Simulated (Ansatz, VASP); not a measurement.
## One calculation of La, two programs

```
La
1.0
     3.59962    0.00000    0.00000
    -1.79981    3.11736    0.00000
     0.00000    0.00000   11.55244
La
4
Cartesian
  -1.7998 3.1174 0.0000
  1.7998 3.1174 5.7762
  0.0000 2.0782 8.6643
  1.7998 1.0391 2.8881
```

Alike in both runs: task single point; functional LDA; k mesh 2 × 2 × 1; occupations fermi-dirac, width 0.1 eV; no spin polarisation.

|  | VASP | Ansatz |
| --- | --- | --- |
| version | VASP 6.6.1 | Ansatz 0.2.0 |
| potentials or method | VASP PAW LDA potentials, release 64 (La), cutoff 520 eV | plane waves (420 eV) with PAW, scalar-relativistic |
| valence electrons in the cell | 44 | 44 |

|  | VASP | Ansatz | Ansatz less VASP |
| --- | --- | --- | --- |
| pressure (GPa) | -7.4 | -7.3 | +0.02 |
| traceless stress, the component that is largest in VASP (GPa) | 16.52 | 16.64 | +0.119 |

Ansatz warns that its potentials were made for another functional, while VASP's fit it. LDA's correlation is that of Perdew and Zunger in VASP and of Perdew and Wang (1992) in Ansatz.

The k mesh is coarse, so the values compare programs but aren't converged. Neither program's run includes spin-orbit coupling.
